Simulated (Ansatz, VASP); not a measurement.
# KCl: VASP beside Ansatz

```
K Cl
1.0
     0.00000    3.11308    3.11308
     3.11308    0.00000    3.11308
     3.11308    3.11308    0.00000
K Cl
1 1
Direct
  0.00000 0.00000 0.00000
  0.50000 0.50000 0.50000
```

Alike in both runs: task single point; functional r2SCAN; k mesh 6 × 6 × 6; no spin polarisation.

|  | VASP | Ansatz |
| --- | --- | --- |
| version | VASP 6.6.1 | Ansatz 0.2.0 |
| potentials or method | VASP PAW PBE potentials, release 64 (K_sv, Cl) | plane waves, PAW |
| plane-wave cutoff (eV) | 520 | 500 |
| occupations | gaussian, width 0.01 eV | fixed |
| valence electrons in the cell | 16 | 16 |

```tsv
	VASP	Ansatz	Ansatz less VASP
gap on the k mesh at the Fermi level (eV)	5.95	5.94	-0.004
pressure (GPa)	0.7	0.7	+0.01
```

VASP's potentials were made for PBE, not for r2SCAN.
